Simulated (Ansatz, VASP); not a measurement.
Mg8HO8: VASP beside Ansatz

```
Mg O H
1.0
     0.00000    4.11800    4.11800
     4.11800    0.00000    4.11800
     4.11800    4.11800    0.00000
Mg O H
8 8 1
Direct
  0.99963 0.00024 0.00086
  0.99881 0.00403 0.49939
  0.99880 0.49875 0.00468
  0.99882 0.49878 0.49941
  0.50028 0.00023 0.00085
  0.50029 0.00024 0.50019
  0.50029 0.49958 0.00086
  0.50408 0.49876 0.49939
  0.24973 0.25021 0.25083
  0.25550 0.23395 0.75607
  0.25550 0.75545 0.23458
  0.25551 0.75546 0.75608
  0.75025 0.25021 0.25083
  0.75025 0.25021 0.75030
  0.75026 0.74968 0.25083
  0.73400 0.75545 0.75607
  0.12514 0.62509 0.62576
```

Alike in both runs: functional PBE; k mesh 2 × 2 × 2; occupations gaussian, width 0.05 eV; collinear spin.

Ansatz relaxed the structure, and its values are those at the end. VASP's run is a single point on that final structure, the one shown.

|  | VASP | Ansatz |
| --- | --- | --- |
| version | VASP 6.6.1 | Ansatz 0.2.0 |
| potentials or method | VASP PAW PBE potentials, release 64 (Mg, O, H), cutoff 520 eV | scalar-relativistic, plane waves, PAW |
| valence electrons in the cell | 65 | 129 |

Ansatz gave:

```
rms of the force components (eV/Å)                            : 0.007
net moment per atom (μB)                                      : 0.04
size of the moment on the site where the two differ most (μB) : 0.32
```

Question: Which values does VASP return?

Answer: rms of the force components (eV/Å): 0.009; net moment per atom (μB): 0.04; size of the moment on the site where the two differ most (μB): 0.22.

Site moments also hang on the region over which each program counts them. VASP's potentials hold 65 valence electrons a cell and Ansatz's 129, so a difference there can come from the potentials and not from the codes.

The k mesh is coarse, so the values compare programs but aren't converged.
